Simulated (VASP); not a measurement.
Wanted: the native input for a VASP 6.6.1 run.

* Task: single point
* Functional: r2SCAN
* Potentials or basis: VASP PAW PBE potentials, release 64 (Mo_sv, S)
* Cutoff: 520 eV
* k mesh: 6 × 6 × 2
* Occupations: gaussian, width 0.01 eV
* Spin: no spin polarisation
* Dipole correction: no
* Further INCAR settings: ALGO = Normal; EDIFF = 1e-06; NBANDS = 20

MoS2:

```
Mo S
1.0
     3.17105    0.00000    0.00000
    -1.58553    2.74621    0.00000
     0.00000    0.00000    6.80969
Mo S
1 2
Direct
  0.00000 0.00000 0.00000
  0.33333 0.66667 0.22857
  0.33333 0.66667 0.77143
```

One way to write it, as run:

POSCAR

```
MoS2
1.0
    3.1710519965      0.0000000000      0.0000000000
   -1.5855259982      2.7462115857      0.0000000000
    0.0000000000      0.0000000000      6.8096889090
Mo S
1 2
Direct
    0.0000000000      0.0000000000      0.0000000000
    0.3333333333      0.6666666667      0.2285702679
    0.3333333333      0.6666666667      0.7714297321
```

INCAR.step1

```
SYSTEM = MoS2
ALGO     = Normal         ! electronic algorithm
EDIFF    = 1E-4           ! SCF threshold, eV
ENCUT    = 520            ! plane-wave cutoff, eV
GGA      = PE             ! functional
ISMEAR   = 0              ! smearing method
LASPH    = .TRUE.         ! aspherical terms in the spheres
LCHARG   = .FALSE.        ! write CHGCAR
LREAL    = .FALSE.        ! projectors in reciprocal space
LWAVE    = .TRUE.         ! write WAVECAR
NBANDS   = 20             ! bands
NELM     = 100            ! most SCF steps
PREC     = Accurate       ! precision mode
SIGMA    = 0.01           ! smearing width, eV
```

INCAR.step2

```
SYSTEM = MoS2
ALGO     = Normal         ! electronic algorithm
EDIFF    = 1E-6           ! SCF threshold, eV
ENCUT    = 520            ! plane-wave cutoff, eV
ISIF     = 2              ! what is computed and relaxed
ISMEAR   = 0              ! smearing method
ISTART   = 1            
LASPH    = .TRUE.         ! aspherical terms in the spheres
LCHARG   = .FALSE.        ! write CHGCAR
LMIXTAU  = .TRUE.       
LREAL    = .FALSE.        ! projectors in reciprocal space
LWAVE    = .FALSE.        ! write WAVECAR
METAGGA  = R2SCAN         ! meta-GGA
NBANDS   = 20             ! bands
NELM     = 100            ! most SCF steps
PREC     = Accurate       ! precision mode
SIGMA    = 0.01           ! smearing width, eV
```

KPOINTS

```
k-points
0
G
  6 6 2
  0 0 0
```

Potentials or basis: VASP PAW PBE potentials, release 64 (Mo_sv, S).

Command:

```console
$ cat potpaw_PBE.64/Mo_sv/POTCAR potpaw_PBE.64/S/POTCAR > POTCAR
$ cp INCAR.step1 INCAR
$ mpirun -np 1 vasp_std > vasp.out
$ cp INCAR.step2 INCAR
$ mpirun -np 1 vasp_std > vasp.out
```

Results of the run:

* Pressure: 1.1 GPa
* Largest force: 0.042 eV/Å
* Band gap on the k mesh: 1.36 eV, indirect (least direct gap 1.80 eV)

Caveat: the k points lie up to 0.46 Å⁻¹ apart; the PAW data sets were made with another functional, which shifts forces and pressure a little.

Run time: 53 s on 1 thread of Intel Xeon 6975P-C, on a shared host, peak memory 0.18 GiB.
